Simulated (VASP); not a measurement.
Write the native input for VASP 6.6.1 that does the following.

```
Task                   : single point
Functional             : PBE
Dispersion             : D3(BJ)
Potentials or basis    : VASP PAW PBE potentials, release 64 (Al, Cu)
Cutoff                 : 520 eV
k mesh                 : 5 × 4 × 1
Occupations            : gaussian, width 0.1 eV
Spin                   : no spin polarisation
Dipole correction      : yes
Further INCAR settings : LREAL = Auto; ALGO = Normal; EDIFF = 1e-06; NBANDS = 44
```

The structure of Al16Cu lies in POSCAR:

```
Al16Cu
1.0
    5.6324246412      0.0000000000      0.0000000000
    0.0000000000      7.9654513166      0.0000000000
    0.0000000000      0.0000000000     21.2293510975
Al Cu
16 1
Direct
    0.2500000000      0.2500000000      0.1884183827
    0.2500000000      0.7500000000      0.1884183827
    0.7500000000      0.2500000000      0.1884183827
    0.7500000000      0.7500000000      0.1884183827
    0.0000000000      0.0000000000      0.2547466541
    0.0000000000      0.5000000000      0.2547466541
    0.5000000000      0.0000000000      0.2547466541
    0.5000000000      0.5000000000      0.2547466541
    0.2500000000      0.2500000000      0.3240951258
    0.2500000000      0.7500000000      0.3240951258
    0.7500000000      0.2500000000      0.3240951258
    0.7500000000      0.7500000000      0.3240951258
    0.0000000000      0.0000000000      0.3876402562
    0.0000000000      0.5000000000      0.3876402562
    0.5000000000      0.0000000000      0.3876402562
    0.5000000000      0.5000000000      0.3876402562
    0.0833333333      0.0000000000      0.5289540432
```

The input as run:

INCAR

```
ALGO = Normal
DIPOL = 0.5 0.5 0.303
EDIFF = 1E-6
ENCUT = 520
GGA = PE
IDIPOL = 3
ISIF = 2
ISMEAR = 0
IVDW = 12
LASPH = True
LCHARG = True
LDIPOL = True
LELF = True
LREAL = Auto
LVACPOTAV = True
LVHAR = True
LWAVE = False
NBANDS = 44
NELM = 60
PREC = Accurate
SIGMA = 0.1
```

KPOINTS

```
k-points
0
Gamma
  5 4 1
```

Potentials or basis: VASP PAW PBE potentials, release 64 (Al, Cu).

The run is started by

```bash
$ cat potpaw_PBE.64/Al/POTCAR potpaw_PBE.64/Cu/POTCAR > POTCAR
$ mpirun -np 1 vasp_std > vasp.out
```

It gave:

```
Largest force              : 1.239 eV/Å
Band gap on the k mesh     : zero (an odd number of electrons rules out a gap without spin polarisation)
Dispersion energy per atom : -0.210 eV
```

Wall time 10 min on 1 thread of Intel(R) Xeon(R) 6975P-C (Granite Rapids) (shared host), peak memory 0.87 GiB.
